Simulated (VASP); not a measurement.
# CaI (P-6m2) in VASP: a series of runs

CaI is run at these levels: PBE+D3(BJ), r2SCAN+D4, r2SCAN; tasks: single point.

Everything below comes from runs of VASP 6.6.1. Logs are shortened: lines on timing, memory, paths and dates and some standing lists are left out, and cuts for length are marked.

## Step 1: The cell of the first run

Symmetry: P-6m2, No. 187, hexagonal system. The conventional cell has a = 4.046 Å, b = 4.046 Å, c = 4.464 Å, α = 90.00°, β = 90.00°, γ = 120.00°. Within 4.5 Å of Ca (site symmetry -6m2) lie 6 I at 3.23 Å and 8 Ca at 4.05 to 4.46 Å. I (site symmetry -6m2) has 6 Ca at 3.23 Å and 8 I at 4.05 to 4.46 Å within 4.5 Å.

## Step 2: Single point, PBE+D3(BJ)

File INCAR:

```
PREC = Accurate ; ENCUT = 520
EDIFF = 1E-6 ; ISMEAR = -1
SIGMA = 0.1 ; LREAL = F
LASPH = T ; NELM = 60
ALGO = Normal ; ISIF = 2
LWAVE = F ; LCHARG = F
GGA = PE ; IVDW = 12
NBANDS = 16
```

File KPOINTS:

```
regular mesh
0
Gamma
  8 8 7
```

File POSCAR:

```
CaI
1.0
    4.0461165117      0.0000000000      0.0000000000
   -2.0230582559      3.5040396858      0.0000000000
    0.0000000000      0.0000000000      4.4635687809
Ca I
1 1
Direct
    0.0000000000      0.0000000000      0.5000000000
    0.6666666667      0.3333333333      0.0000000000
```

Potentials or basis: VASP PAW PBE potentials, release 64 (Ca_sv, I).

Launch:

```bash
$ cat potpaw_PBE.64/Ca_sv/POTCAR potpaw_PBE.64/I/POTCAR > POTCAR
$ mpirun -np 1 vasp_std > vasp.out
```

OUTCAR:

```text
PREC = Accurate
   ENCUT = 520
   EDIFF = 1E-6
   ISMEAR = -1
   LREAL = F
   LASPH = T
   NELM = 60
   ISIF = 2
   GGA = PE
   IVDW = 12
 IVDW          = 12

 ion  position               nearest neighbor table
   1  0.000  0.000  0.500-   2 3.23   2 3.23   2 3.23   2 3.23   2 3.23   2 3.23
   2  0.667  0.333  0.000-   1 3.23   1 3.23   1 3.23   1 3.23   1 3.23   1 3.23

  LATTYP: Found a hexagonal cell.
 ALAT       =     4.0461165117
 C/A-ratio  =     1.1031735661

  Lattice vectors:

 A1 = (   4.0461165117,   0.0000000000,   0.0000000000)
 A2 = (  -2.0230582559,   3.5040396858,   0.0000000000)
 A3 = (   0.0000000000,   0.0000000000,   4.4635687809)

Analysis of symmetry for initial positions (statically):
=====================================================================
 Subroutine PRICEL returns:
 Original cell was already a primitive cell.

 Routine SETGRP: Setting up the symmetry group for a
 hexagonal supercell.

 Subroutine GETGRP returns: Found 12 space group operations
 (whereof 12 operations were pure point group operations)
 out of a pool of 24 trial point group operations.

The static configuration has the point symmetry D_3h.

Analysis of symmetry for dynamics (positions and initial velocities):
=====================================================================
 Subroutine PRICEL returns:
 Original cell was already a primitive cell.

 Routine SETGRP: Setting up the symmetry group for a
 hexagonal supercell.

 Subroutine GETGRP returns: Found 12 space group operations
 (whereof 12 operations were pure point group operations)
 out of a pool of 24 trial point group operations.

The dynamic configuration has the point symmetry D_3h.

 Subroutine INISYM returns: Found 12 space group operations
 (whereof 12 operations are pure point group operations),
 and found     1 'primitive' translations

----------------------------------------------------------------------------------------

                                     Primitive cell

  volume of cell :      63.2834

  direct lattice vectors                    reciprocal lattice vectors
     4.046116512  0.000000000  0.000000000     0.247150569  0.142692448  0.000000000
    -2.023058256  3.504039686  0.000000000     0.000000000  0.285384896  0.000000000
     0.000000000  0.000000000  4.463568781     0.000000000  0.000000000  0.224035979

  length of vectors
     4.046116512  4.046116512  4.463568781     0.285384896  0.285384896  0.224035979

  position of ions in fractional coordinates (direct lattice)
     0.000000000  0.000000000  0.500000000
     0.666666667  0.333333333  0.000000000

[... 77 lines left out ...]
   LREAL  =      F    real-space projection
   EDIFFG = 0.1E-04   stopping-criterion for IOM
   NSW    =      0    number of steps for IOM
   IBRION =     -1    ionic relax: 0-MD 1-quasi-New 2-CG
   NFREE  =      0    steps in history (QN), initial steepest desc. (CG)
   ISIF   =      2    stress and relaxation
   ISYM   =      2    0-nonsym 1-usesym 2-fastsym
   POTIM  = 0.5000    time-step for ionic-motion
   TEBEG  =    0.0;   TEEND  =   0.0 temperature during run
   PSTRESS=    0.0 pullay stress
   NELECT =      17.0000    total number of electrons
   NUPDOWN=      -1.0000    fix difference up-down
   EMIN   =  10.00;   EMAX   =-10.00  energy-range for DOS
   EFERMI =   0.00;   METHOD = LEGACY
   ISMEAR =    -1;   SIGMA  =   0.10  broadening in eV -4-tet -1-fermi 0-gaus
   EFERMI_NEDOS =   21; number of points for ismear=-14 and -15
   IALGO  =     38    algorithm
   IMIX   =      4    mixing-type and parameters
     AMIX     =   0.40;   BMIX     =  1.00
     AMIX_MAG =   1.60;   BMIX_MAG =  1.00
  volume/ion in A,a.u.               =      31.64       213.53
  Fermi-wavevector in a.u.,A,eV,Ry     =   1.056318  1.996151 15.181480  1.115807
  Thomas-Fermi vector in A             =   2.191549
   LORBIT       =      0    0 simple, 1 ext, 2 COOP (PROOUT), +10 PAW based schemes
   GGA     = PE    functional components
   LHFCALC =     F    Hartree Fock is set to
   AEXX    =    0.0000 exact exchange contribution
   IVDW    =    12    specifies the selected vdW correction
   LEPSILON=     F    determine dielectric tensor
   LRPA    =     F    only Hartree local field effects (RPA)
 non-spin polarized calculation
  energy-cutoff  :      520.00
  volume of cell :       63.28
 maximum number of plane-waves:      1727
   NGX = 15   NGY = 15   NGZ = 17

 number of electron      17.0000000 magnetization

 Free energy of the ion-electron system (eV)
  ---------------------------------------------------
  ext. energy  EPLUGINS =         0.00000000
  ---------------------------------------------------
  free energy    TOTEN  =        -5.41028565 eV

  energy without entropy =       -5.34124611  energy(sigma->0) =       -5.37576588

 E-fermi :   6.1726     XC(G=0):  -8.9982

 val. band max:        6.1190912489   @ k =   0.3750   0.1250   0.2857
 cond. band min:       6.2529000522   @ k =   0.2500   0.1250   0.1429
 fundamental gap:      0.1338088032
 Fermi energy:         6.1725636605

 k-point     1 :       0.0000    0.0000    0.0000
  band No.  band energies     occupation
      1     -36.0159      2.00000
      2     -17.1030      2.00000
      3     -16.9949      2.00000
      4     -16.9949      2.00000
      5      -9.1858      2.00000
      6       1.2858      2.00000
[... 433 lines left out ...]
      3     -17.0712      2.00000
      4     -17.0109      2.00000
      5      -8.6169      2.00000
      6       0.0470      2.00000
[... 8 lines left out ...]
     15      10.5449      0.00000
     16      11.8710      0.00000

 [... further k-points ...]

------------------------ aborting loop because EDIFF is reached ----------------------------------------

 Edisp (eV)   -0.70681

 E8    (eV) :    -0.3340

  FORCE on cell =-STRESS in cart. coord.  units (eV):
  Direction    XX          YY          ZZ          XY          YZ          ZX
  --------------------------------------------------------------------------------------
  -------------------------------------------------------------------------------------
  Total       0.02681     0.02681     0.02016    -0.00000     0.00000     0.00000
  in kB       0.67874     0.67874     0.51031    -0.00000     0.00000     0.00000
  external pressure =        0.62 kB  Pullay stress =        0.00 kB

 VOLUME and BASIS-vectors are now :
 -----------------------------------------------------------------------------
  energy-cutoff  :      520.00
  volume of cell :       63.28
      direct lattice vectors                 reciprocal lattice vectors
     4.046116512  0.000000000  0.000000000     0.247150569  0.142692448  0.000000000
    -2.023058256  3.504039686  0.000000000     0.000000000  0.285384896  0.000000000
     0.000000000  0.000000000  4.463568781     0.000000000  0.000000000  0.224035979

 POSITION                                       TOTAL-FORCE (eV/Angst)
 -----------------------------------------------------------------------------------
      0.00000      0.00000      2.23178         0.000000     -0.000000      0.000000
      2.02306      1.16801      0.00000        -0.000000      0.000000      0.000000
 -----------------------------------------------------------------------------------
    total drift:                               -0.000000      0.000000      0.000000

  FREE ENERGIE OF THE ION-ELECTRON SYSTEM (eV)
  ---------------------------------------------------
  free  energy   TOTEN  =        -6.1170935649 eV

  energy  without entropy=       -6.0480540241  energy(sigma->0) =       -6.08257379
```

OSZICAR:

```text
N       E                     dE             d eps       ncg     rms          rms(c)
DAV:   1     0.119986147031E+03    0.11999E+03   -0.76032E+03  1280   0.914E+02
DAV:   2     0.132464338380E+01   -0.11866E+03   -0.11415E+03  1592   0.246E+02
DAV:   3    -0.539169800704E+01   -0.67163E+01   -0.66716E+01  2416   0.492E+01
DAV:   4    -0.549124702222E+01   -0.99549E-01   -0.99469E-01  1440   0.596E+00
DAV:   5    -0.549410576809E+01   -0.28587E-02   -0.28586E-02  2096   0.795E-01    0.433E+00
DAV:   6    -0.541420076786E+01    0.79905E-01   -0.14212E-01  1640   0.280E+00    0.273E+00
DAV:   7    -0.541078119605E+01    0.34196E-02   -0.70287E-02  1696   0.209E+00    0.697E-01
DAV:   8    -0.541018344503E+01    0.59775E-03   -0.84654E-03  1536   0.842E-01    0.902E-02
DAV:   9    -0.541026197655E+01   -0.78532E-04   -0.56240E-04  1976   0.157E-01    0.333E-02
DAV:  10    -0.541027570765E+01   -0.13731E-04   -0.42795E-05  1480   0.553E-02    0.127E-02
DAV:  11    -0.541028535465E+01   -0.96470E-05   -0.10462E-05  1560   0.219E-02    0.324E-03
DAV:  12    -0.541028564638E+01   -0.29173E-06   -0.54182E-07  1280   0.433E-03
   1 F= -.61170936E+01 E0= -.60825738E+01  d E =-.690395E-01
```

Run time: 15 s. Hardware: 1 thread of Intel Xeon 6975P-C (Granite Rapids), shared host; peak memory 0.2 GiB.

Results:

| Property | Result |
| --- | --- |
| Free energy | -6.1171 eV |
| Pressure | 0.1 GPa |
| Band gap on the k mesh | zero (an odd number of electrons rules out a gap without spin polarisation) |
| Dispersion energy per atom | -0.353 eV |

Levels at points of the mesh, in eV from the Fermi level:
| k point | band 6 | band 7 | band 8 | band 9 | band 10 | band 11 | band 12 | band 13 |
| --- | --- | --- | --- | --- | --- | --- | --- | --- |
| (0.00, 0.00, 0.00) | -4.89 | -3.64 | -3.64 | -1.40 | 0.75 | 2.41 | 2.41 | 2.60 |
| (0.50, 0.00, 0.00) | -6.68 | -4.75 | -4.18 | -0.24 | 1.32 | 2.10 | 2.29 | 3.18 |

Caveat: spin-orbit coupling is left out, which moves the levels of the heavy elements; an odd number of electrons without spin polarisation forces a metal; a magnetic or distorted state may lie lower.

## Step 3: Single point, r2SCAN+D4

This run uses another cell than the first one, of 32.68 Å³/atom.

File POSCAR:

```
CaI
1.0
    4.1116780489      0.0000000000      0.0000000000
   -2.0558390244      3.5608176425      0.0000000000
    0.0000000000      0.0000000000      4.4642895547
Ca I
1 1
Direct
    0.0000000000      0.0000000000      0.5000000000
    0.6666666667      0.3333333333      0.0000000000
```

File INCAR.step1:

```
SYSTEM = CaI
PREC = Accurate ; ENCUT = 520
ISMEAR = -1 ; SIGMA = 0.1
LREAL = .False. ; LASPH = .True.
NELM = 80 ; NBANDS = 16
GGA = PE ; ALGO = Normal
EDIFF = 1E-4 ; LWAVE = .True.
LCHARG = .False.
```

File INCAR.step2:

```
SYSTEM = CaI
PREC = Accurate ; ENCUT = 520
EDIFF = 1E-7 ; ISMEAR = -1
SIGMA = 0.1 ; LREAL = .False.
LASPH = .True. ; NELM = 80
ALGO = Normal ; ISIF = 2
LWAVE = .False. ; LCHARG = .True.
METAGGA = R2SCAN ; LMIXTAU = .True.
IVDW = 13 ; VDW_S6 = 1.0
VDW_S8 = 0.6018749 ; VDW_A1 = 0.51559235
VDW_A2 = 5.77342911 ; LELF = .True.
LVHAR = .True. ; NBANDS = 16
ISTART = 1
```

File KPOINTS:

```
Automatic mesh
0
Gamma
  8 8 7
  0 0 0
```

Potentials or basis: VASP PAW PBE potentials, release 64 (Ca_sv, I).

Launch:

```bash
$ cat potpaw_PBE.64/Ca_sv/POTCAR potpaw_PBE.64/I/POTCAR > POTCAR
$ cp INCAR.step1 INCAR
$ mpirun -np 1 vasp_std > vasp.out
$ cp INCAR.step2 INCAR
$ mpirun -np 1 vasp_std > vasp.out
```

Run time: 68 s. Hardware: 1 thread of Intel Xeon 6975P-C (Granite Rapids), shared host; peak memory 0.21 GiB.

It converged, with:

* Free energy: -34.0726 eV
* Pressure: 0.1 GPa
* Band gap on the k mesh: zero (an odd number of electrons rules out a gap without spin polarisation)
* Dispersion energy per atom: -0.111 eV

Levels at points of the mesh, in eV from the Fermi level:
```
           k point  band 7  band 8  band 9  band 10  band 11  band 12
(0.00, 0.00, 0.00)   -4.16   -4.16   -1.32     0.88     2.52     2.52
(0.50, 0.00, 0.00)   -5.15   -4.68   -0.19     1.49     2.23     2.45
```

Caveat: the PAW data sets were made with another functional, which shifts forces and pressure a little; spin-orbit coupling is left out, which moves the levels of the heavy elements; an odd number of electrons without spin polarisation forces a metal; a magnetic or distorted state may lie lower.

## Step 4: Single point, r2SCAN

This run uses another cell than the first one, of 33.29 Å³/atom.

File POSCAR:

```
CaI
1.0
    4.1340449877      0.0000000000      0.0000000000
   -2.0670224939      3.5801879798      0.0000000000
    0.0000000000      0.0000000000      4.4987953811
Ca I
1 1
Direct
    0.0000000000      0.0000000000      0.5000000000
    0.6666666667      0.3333333333      0.0000000000
```

File INCAR.step1:

```
SYSTEM = CaI
  ALGO = Normal
  EDIFF = 1E-4
  ENCUT = 520
  GGA = PE
  ISMEAR = -1
  LASPH = .True.
  LCHARG = .False.
  LREAL = .False.
  LWAVE = .True.
  NBANDS = 16
  NELM = 100
  PREC = Accurate
  SIGMA = 0.1
```

File INCAR.step2:

```
SYSTEM = CaI
  ALGO = Normal
  EDIFF = 1E-6
  ENCUT = 520
  ISIF = 2
  ISMEAR = -1
  ISTART = 1
  LASPH = .True.
  LCHARG = .True.
  LELF = .True.
  LMIXTAU = .True.
  LREAL = .False.
  LVHAR = .True.
  LWAVE = .False.
  METAGGA = R2SCAN
  NBANDS = 16
  NELM = 100
  PREC = Accurate
  SIGMA = 0.1
```

File KPOINTS:

```
k-points
0
Gamma
  8 8 7
  0 0 0
```

Launch:

```bash
$ cat potpaw_PBE.64/Ca_sv/POTCAR potpaw_PBE.64/I/POTCAR > POTCAR
$ cp INCAR.step1 INCAR
$ mpirun -np 1 vasp_std > vasp.out
$ cp INCAR.step2 INCAR
$ mpirun -np 1 vasp_std > vasp.out
```

It took 57 s on 1 thread of Intel Xeon 6975P-C (Granite Rapids), shared host; peak memory 0.21 GiB.

Results (log left out):

* Free energy: -33.8548 eV
* Pressure: 0.1 GPa
* Band gap on the k mesh: zero (an odd number of electrons rules out a gap without spin polarisation)

Levels at points of the mesh, in eV from the Fermi level:
| k point | band 5 | band 6 | band 7 | band 8 | band 9 | band 10 | band 11 | band 12 | band 13 | band 14 |
| --- | --- | --- | --- | --- | --- | --- | --- | --- | --- | --- |
| (0.00, 0.00, 0.00) | -16.00 | -5.28 | -4.15 | -4.15 | -1.34 | 0.86 | 2.47 | 2.47 | 2.70 | 2.70 |
| (0.50, 0.00, 0.00) | -15.45 | -6.95 | -5.13 | -4.66 | -0.16 | 1.42 | 2.20 | 2.41 | 3.16 | 3.54 |

Caveat: the PAW data sets were made with another functional, which shifts forces and pressure a little; spin-orbit coupling is left out, which moves the levels of the heavy elements; an odd number of electrons without spin polarisation forces a metal; a magnetic or distorted state may lie lower.

## Step 5: The runs side by side

| level | cell | gap on the mesh (eV) | pressure (GPa) |
| --- | --- | --- | --- |
| PBE+D3(BJ) | a = 4.046, b = 4.046, c = 4.464 Å, angles 90.0, 90.0, 120.0°, 2 atoms | none | 0.1 |
| r2SCAN+D4 | a = 4.112, b = 4.112, c = 4.464 Å, angles 90.0, 90.0, 120.0°, 2 atoms | none | 0.1 |
| r2SCAN | a = 4.134, b = 4.134, c = 4.499 Å, angles 90.0, 90.0, 120.0°, 2 atoms | none | 0.1 |

Alike in all rows: task single point; potentials or basis VASP PAW PBE potentials, release 64 (Ca_sv, I); no spin polarisation; k mesh 8 × 8 × 7; cutoff (eV) 520; smearing fermi-dirac 0.1 eV.

Caveats: spin-orbit coupling is left out, which moves the levels of the heavy elements; an odd number of electrons without spin polarisation forces a metal; a magnetic or distorted state may lie lower; the PAW data sets were made with another functional, which shifts forces and pressure a little (at least some runs).

Total energies depend on the potentials used, so only differences within one code and one set of settings carry meaning.

The gap in the log of VASP goes by the Fermi energy; the results here count the filled bands.